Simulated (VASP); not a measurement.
Set up this calculation in VASP 6.6.1, as the native input.

- Task: single point
- Functional: r2SCAN
- Potentials or basis: VASP PAW PBE potentials, release 64 (Ti_sv, O)
- Cutoff: 520 eV
- k mesh: 12 × 12 × 12
- Occupations: tetrahedron
- Spin: no spin polarisation
- Dipole correction: no
- Further INCAR settings: ALGO = Normal; EDIFF = 1e-06; NBANDS = 36

The system is TiO.

```xyz
6
Lattice="4.9891 0.0000 0.0000 -2.4945 4.3207 0.0000 0.0000 0.0000 2.8733" Properties=species:S:1:pos:R:3 pbc="T T T"
Ti    2.4945    1.4402    1.4367
Ti    0.0000    2.8805    1.4367
Ti    0.0000    0.0000    0.0000
O     1.5106    2.6164    0.0000
O     1.9679    0.0000    0.0000
O    -0.9839    1.7043    0.0000
```

These files were run (other wordings do the same):

POSCAR

```
TiO
1.0
    4.9890877720      0.0000000000      0.0000000000
   -2.4945438860      4.3206767523      0.0000000000
    0.0000000000      0.0000000000      2.8733134400
Ti O
3 3
Direct
    0.6666666667      0.3333333333      0.5000000000
    0.3333333333      0.6666666667      0.5000000000
    0.0000000000      0.0000000000      0.0000000000
    0.6055592400      0.6055592400      0.0000000000
    0.3944407600      0.0000000000      0.0000000000
    0.0000000000      0.3944407600      0.0000000000
```

INCAR.step1

```
SYSTEM = TiO
PREC = Accurate
ENCUT = 520
ISMEAR = -5
SIGMA = 0.1
LREAL = .False.
LASPH = .True.
NELM = 60
NBANDS = 36
GGA = PE
ALGO = Normal
EDIFF = 1E-4
LWAVE = .True.
LCHARG = .False.
```

INCAR.step2

```
SYSTEM = TiO
PREC = Accurate
ENCUT = 520
EDIFF = 1E-6
ISMEAR = -5
SIGMA = 0.1
LREAL = .False.
LASPH = .True.
NELM = 60
ALGO = Normal
ISIF = 2
LWAVE = .False.
LCHARG = .True.
METAGGA = R2SCAN
LMIXTAU = .True.
LELF = .True.
LVHAR = .True.
NBANDS = 36
ISTART = 1
```

KPOINTS

```
regular mesh
0
Gamma
  12 12 12
  0 0 0
```

Potentials or basis: VASP PAW PBE potentials, release 64 (Ti_sv, O).

Command:

```sh
$ cat potpaw_PBE.64/Ti_sv/POTCAR potpaw_PBE.64/O/POTCAR > POTCAR
$ cp INCAR.step1 INCAR
$ mpirun -np 1 vasp_std > vasp.out
$ cp INCAR.step2 INCAR
$ mpirun -np 1 vasp_std > vasp.out
```

It gave:

| Property | Result |
| --- | --- |
| Pressure | 0.1 GPa |
| Band gap on the k mesh | zero (band 27 reaches 11.26 eV, above the bottom of band 28 at 9.93 eV) |

Caveat: the PAW data sets were made with another functional, which shifts forces and pressure a little; semilocal functionals often make such compounds metallic where correlation or magnetic order opens a gap, which also shifts bond lengths; tetrahedron occupations give inexact forces and stress in metals.

Wall time 16 min on 1 thread of Intel Xeon 6975P-C, on a shared host, peak memory 0.36 GiB.
